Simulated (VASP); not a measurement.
**SrO: single point with r2SCAN**

SrO:

```xyz
2
Lattice="0.0000 2.5663 2.5663 2.5663 0.0000 2.5663 2.5663 2.5663 0.0000" Properties=species:S:1:pos:R:3 pbc="T T T"
Sr    2.5663    2.5663    2.5663
O     0.0000    0.0000    0.0000
```

```
Program                : VASP 6.6.1
Task                   : single point
Functional             : r2SCAN
Potentials or basis    : VASP PAW PBE potentials, release 64 (Sr_sv, O)
Cutoff                 : 520 eV
k mesh                 : 6 × 6 × 6
Occupations            : gaussian, width 0.1 eV
Spin                   : no spin polarisation
Dipole correction      : no
Further INCAR settings : ALGO = Normal; EDIFF = 1e-07; NBANDS = 15
```

| Item | Value |
| --- | --- |
| Pressure | 2.1 GPa |
| Band gap on the k mesh | 3.74 eV, indirect (least direct gap 3.82 eV) |

Levels at points of the mesh, in eV from the valence-band top:
```csv
k point,band 4,band 5,band 6,band 7,band 8,band 9,band 10,band 11,band 12,band 13
"(0.00, 0.00, 0.00)",-14.47,-14.47,0.00,0.00,0.00,4.70,6.79,6.79,6.79,9.12
"(0.50, 0.00, 0.00)",-14.55,-13.45,-2.13,-1.14,-1.14,7.14,9.13,9.52,9.52,12.74
"(0.50, 0.50, 0.00)",-14.84,-14.84,-0.42,-0.08,-0.08,3.74,8.56,10.96,11.17,11.76
```

Run time: 2.2 min on 1 thread of AMD EPYC 7R13, on a shared host, peak memory 0.14 GiB.

Caveat: the PAW data sets were made with another functional, which shifts forces and pressure a little. A k mesh can miss the band edges.
